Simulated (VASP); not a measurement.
Input of a VASP 6.6.1 run:

File INCAR:

```
ALGO = Normal
EDIFF = 1E-7
EDIFFG = -0.001
ENCUT = 500
GGA = PE
GGA_COMPAT = False
IBRION = 2
ISIF = 3
ISMEAR = 0
LASPH = True
LCHARG = False
LREAL = False
LWAVE = False
NELM = 120
NELMIN = 4
NSW = 80
PREC = Accurate
SIGMA = 0.01
```

File KPOINTS:

```
k-points
0
Gamma
  12 12 12
```

The input POSCAR:

```
BAs
1.0
    0.0000000000      2.4046893507      2.4046893507
    2.4046893507      0.0000000000      2.4046893507
    2.4046893507      2.4046893507      0.0000000000
B As
1 1
Direct
    0.2500000000      0.2500000000      0.2500000000
    0.5000000000      0.5000000000      0.5000000000
```

Potentials or basis: VASP PAW PBE potentials, release 64 (B, As).

The run is started by

```sh
$ cat potpaw_PBE.64/B/POTCAR potpaw_PBE.64/As/POTCAR > POTCAR
$ mpirun -np 1 vasp_std > vasp.out
```

Problem. Estimate the relaxed cell.

Solution. a = 3.406 Å, b = 3.406 Å, c = 3.406 Å, α = 60.00°, β = 60.00°, γ = 60.00°.

Problem. What does it give for the band gap on the k mesh?

Solution. 1.21 eV (least direct gap 3.25 eV).

Final structure:
```
CELL_PARAMETERS angstrom
0.00000 2.40829 2.40829
2.40829 0.00000 2.40829
2.40829 2.40829 0.00000
ATOMIC_POSITIONS crystal
B 0.25000 0.25000 0.25000
As 0.50000 0.50000 0.50000
```

A k mesh can miss the band edges.
